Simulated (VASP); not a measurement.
# GaP (F-43m) in VASP: a series of runs, part 2 of 2

VASP 6.6.1. The steps go on from the part before.

## Step 3: Single point, HSE06, non-collinear spin, zero start, spin-orbit coupling

The input, POSCAR:

```
GaP
1.0
    0.0000000000      2.7253992947      2.7253992947
    2.7253992947      0.0000000000      2.7253992947
    2.7253992947      2.7253992947      0.0000000000
Ga P
1 1
Direct
    0.0000000000      0.0000000000      0.0000000000
    0.2500000000      0.2500000000      0.2500000000
```

The input, INCAR.step1:

```
SYSTEM = GaP
  PREC = Accurate
  ENCUT = 520
  EDIFF = 1E-5
  ISMEAR = 0
  SIGMA = 0.01
  LREAL = .FALSE.
  LASPH = .TRUE.
  NELM = 150
  ALGO = Normal
  ISIF = 2
  LWAVE = .TRUE.
  LNONCOLLINEAR = .TRUE.
  MAGMOM = 0 0 0 0 0 0
  LORBIT = 11
  LSORBIT = .TRUE.
  GGA_COMPAT = .FALSE.
  LORBMOM = .TRUE.
  GGA = PE
  NBANDS = 30
```

The input, INCAR.step2:

```
SYSTEM = GaP
  PREC = Accurate
  ENCUT = 520
  EDIFF = 1E-6
  ISMEAR = 0
  SIGMA = 0.01
  LREAL = .FALSE.
  LASPH = .TRUE.
  NELM = 150
  ALGO = Normal
  ISIF = 2
  LWAVE = .FALSE.
  LCHARG = .TRUE.
  LNONCOLLINEAR = .TRUE.
  MAGMOM = 0 0 0 0 0 0
  LORBIT = 11
  LSORBIT = .TRUE.
  GGA_COMPAT = .FALSE.
  LORBMOM = .TRUE.
  GGA = PE
  LHFCALC = .TRUE.
  HFSCREEN = 0.2079
  PRECFOCK = Normal
  LVHAR = .TRUE.
  ISTART = 1
  NBANDS = 30
```

The input, KPOINTS:

```
Automatic mesh
0
G
  4 4 4
  0 0 0
```

Potentials or basis: VASP PAW PBE potentials, release 64 (Ga_d, P).

The run is started by

```sh
> cat potpaw_PBE.64/Ga_d/POTCAR potpaw_PBE.64/P/POTCAR > POTCAR
> cp INCAR.step1 INCAR
> mpirun -np 1 vasp_ncl > vasp.out
> cp INCAR.step2 INCAR
> mpirun -np 1 vasp_ncl > vasp.out
```

OUTCAR:

```text
SYSTEM = GaP
   PREC = Accurate
   ENCUT = 520
   EDIFF = 1E-6
   ISMEAR = 0
   LREAL = .FALSE.
   LASPH = .TRUE.
   NELM = 150
   ISIF = 2
   LNONCOLLINEAR = .TRUE.
   LORBIT = 11
   LSORBIT = .TRUE.
   GGA = PE
   LHFCALC = .TRUE.
   HFSCREEN = 0.2079
   PRECFOCK = Normal
   ISTART = 1

 ion  position               nearest neighbor table
   1  0.000  0.000  0.000-   2 2.36   2 2.36   2 2.36   2 2.36
   2  0.250  0.250  0.250-   1 2.36   1 2.36   1 2.36   1 2.36

  LATTYP: Found a face centered cubic cell.
 ALAT       =     5.4507985894

  Lattice vectors:

 A1 = (   0.0000000000,   2.7253992947,   2.7253992947)
 A2 = (   2.7253992947,   0.0000000000,   2.7253992947)
 A3 = (   2.7253992947,   2.7253992947,   0.0000000000)

Analysis of symmetry for initial positions (statically):
=====================================================================
 Subroutine PRICEL returns:
 Original cell was already a primitive cell.

 Routine SETGRP: Setting up the symmetry group for a
 face centered cubic supercell.

 Subroutine GETGRP returns: Found 24 space group operations
 (whereof 24 operations were pure point group operations)
 out of a pool of 48 trial point group operations.

The static configuration has the point symmetry T_d .

Analysis of symmetry for dynamics (positions and initial velocities):
=====================================================================
 Subroutine PRICEL returns:
 Original cell was already a primitive cell.

 Routine SETGRP: Setting up the symmetry group for a
 face centered cubic supercell.

 Subroutine GETGRP returns: Found 24 space group operations
 (whereof 24 operations were pure point group operations)
 out of a pool of 48 trial point group operations.

The dynamic configuration has the point symmetry T_d .

Analysis of structural, dynamic, and magnetic symmetry:
=====================================================================
 Subroutine PRICEL returns:
 Original cell was already a primitive cell.

 Routine SETGRP: Setting up the symmetry group for a
 face centered cubic supercell.

 Subroutine GETGRP returns: Found 24 space group operations
 (whereof 24 operations were pure point group operations)
 out of a pool of 48 trial point group operations.

The overall configuration has the point symmetry T_d .

 Subroutine INISYM returns: Found 24 space group operations
 (whereof 24 operations are pure point group operations),
 and found     1 'primitive' translations

----------------------------------------------------------------------------------------

                                     Primitive cell

  volume of cell :      40.4874

  direct lattice vectors                    reciprocal lattice vectors
     0.000000000  2.725399295  2.725399295    -0.183459356  0.183459356  0.183459356
     2.725399295  0.000000000  2.725399295     0.183459356 -0.183459356  0.183459356
     2.725399295  2.725399295  0.000000000     0.183459356  0.183459356 -0.183459356

  length of vectors
     3.854296645  3.854296645  3.854296645     0.317760926  0.317760926  0.317760926

[... 464 lines left out ...]
  --------------------------------------------------------------------------------------
  -------------------------------------------------------------------------------------
  Total        0.2388219      0.2388219      0.2388219      0.0000000      0.0000000      0.0000000
  in kB        9.4507074      9.4507074      9.4507074      0.0000000      0.0000000      0.0000000
  external PRESSURE =       9.4507074 kB  Pullay stress =       0.0000000 kB

 VOLUME and BASIS-vectors are now :
 -----------------------------------------------------------------------------
  energy-cutoff  :      520.00
  volume of cell :       40.49
      direct lattice vectors                 reciprocal lattice vectors
     0.000000000  2.725399295  2.725399295    -0.183459356  0.183459356  0.183459356
     2.725399295  0.000000000  2.725399295     0.183459356 -0.183459356  0.183459356
     2.725399295  2.725399295  0.000000000     0.183459356  0.183459356 -0.183459356

 POSITION                                       TOTAL-FORCE (eV/Angst)
 -----------------------------------------------------------------------------------
      0.00000      0.00000      0.00000         0.000000      0.000000      0.000000
      1.36270      1.36270      1.36270        -0.000000     -0.000000     -0.000000
 -----------------------------------------------------------------------------------
    total drift:                               -0.000000     -0.000001     -0.000001

  FREE ENERGIE OF THE ION-ELECTRON SYSTEM (eV)
  ---------------------------------------------------
  free  energy   TOTEN  =       -10.6736003805 eV

  energy  without entropy=      -10.6736003805  energy(sigma->0) =      -10.67360038

 orbital moment (x)

 # of ion     p       d       tot
 ----------------------------------------
  1         0.000   0.000   0.000
  2        -0.000   0.000  -0.000
 ----------------------------------------
            0.000   0.000   0.000

 orbital moment (y)

 # of ion     p       d       tot
 ----------------------------------------
  1        -0.000  -0.000  -0.000
  2        -0.000   0.000  -0.000
 ----------------------------------------
           -0.000  -0.000  -0.000

 orbital moment (z)

 # of ion     p       d       tot
 ----------------------------------------
  1         0.000   0.000   0.000
  2         0.000   0.000   0.000
 ----------------------------------------
            0.000   0.000   0.000

 Spin-Orbit-Coupling matrix elements

 Ion:    1  E_soc:     -0.0106488
 l=   1
     0.0000000    -0.0010079    -0.0010079
    -0.0010079     0.0000000    -0.0010079
    -0.0010079    -0.0010079     0.0000000
 l=   2
     0.0000000    -0.0001572     0.0000000    -0.0001572    -0.0006097
    -0.0001572     0.0000000    -0.0004572    -0.0001572    -0.0001524
     0.0000000    -0.0004572     0.0000000    -0.0004572     0.0000000
    -0.0001572    -0.0001572    -0.0004572     0.0000000    -0.0001524
    -0.0006097    -0.0001524     0.0000000    -0.0001524     0.0000000
 l=   3
     0.0000000     0.0000000     0.0000000     0.0000000     0.0000000     0.0000000     0.0000000
     0.0000000     0.0000000     0.0000000     0.0000000     0.0000000     0.0000000     0.0000000
     0.0000000     0.0000000     0.0000000     0.0000000     0.0000000     0.0000000     0.0000000
     0.0000000     0.0000000     0.0000000     0.0000000     0.0000000     0.0000000     0.0000000
     0.0000000     0.0000000     0.0000000     0.0000000     0.0000000     0.0000000     0.0000000
     0.0000000     0.0000000     0.0000000     0.0000000     0.0000000     0.0000000     0.0000000
     0.0000000     0.0000000     0.0000000     0.0000000     0.0000000     0.0000000     0.0000000

 Ion:    2  E_soc:     -0.0008135
 l=   1
     0.0000000    -0.0001356    -0.0001356
    -0.0001356     0.0000000    -0.0001356
    -0.0001356    -0.0001356     0.0000000
 l=   2
     0.0000000     0.0000000     0.0000000     0.0000000     0.0000000
     0.0000000     0.0000000     0.0000000     0.0000000     0.0000000
     0.0000000     0.0000000     0.0000000     0.0000000     0.0000000
     0.0000000     0.0000000     0.0000000     0.0000000     0.0000000
     0.0000000     0.0000000     0.0000000     0.0000000     0.0000000
 l=   3
     0.0000000     0.0000000     0.0000000     0.0000000     0.0000000     0.0000000     0.0000000
     0.0000000     0.0000000     0.0000000     0.0000000     0.0000000     0.0000000     0.0000000
     0.0000000     0.0000000     0.0000000     0.0000000     0.0000000     0.0000000     0.0000000
     0.0000000     0.0000000     0.0000000     0.0000000     0.0000000     0.0000000     0.0000000
     0.0000000     0.0000000     0.0000000     0.0000000     0.0000000     0.0000000     0.0000000
     0.0000000     0.0000000     0.0000000     0.0000000     0.0000000     0.0000000     0.0000000
     0.0000000     0.0000000     0.0000000     0.0000000     0.0000000     0.0000000     0.0000000

 total charge

# of ion       s       p       d       tot
------------------------------------------
    1        0.814   0.858  10.031  11.703
    2        1.003   1.566   0.000   2.570
--------------------------------------------------
tot          1.818   2.424  10.031  14.272

 magnetization (x)

# of ion       s       p       d       tot
------------------------------------------
    1       -0.000   0.000   0.000   0.000
    2        0.000  -0.000   0.000   0.000
--------------------------------------------------
tot          0.000   0.000   0.000   0.000

 magnetization (y)

# of ion       s       p       d       tot
------------------------------------------
    1        0.000  -0.000   0.000  -0.000
    2        0.000  -0.000   0.000  -0.000
--------------------------------------------------
tot          0.000  -0.000   0.000  -0.000

 magnetization (z)

# of ion       s       p       d       tot
------------------------------------------
    1        0.000  -0.000   0.000   0.000
    2        0.000  -0.000   0.000   0.000
--------------------------------------------------
tot          0.000  -0.000   0.000   0.000
```

Run time: 42 min. Hardware: 1 thread of Intel Xeon Platinum 8375C at 2.90GHz (Ice Lake), shared host; peak memory 0.41 GiB.

Results:

* Free energy: -10.6736 eV
* Pressure: 0.9 GPa
* Net moment: 0.00 μB per cell
* Valence electrons inside the program's atomic spheres: Ga 11.70; P 2.57

Moments on the atoms (μB; x, y, z):
```
Ga  0.00 0.00 0.00
P   0.00 0.00 0.00
```

Caveat: the k points lie up to 0.50 Å⁻¹ apart; the PAW data sets were made with another functional, which shifts forces and pressure a little.
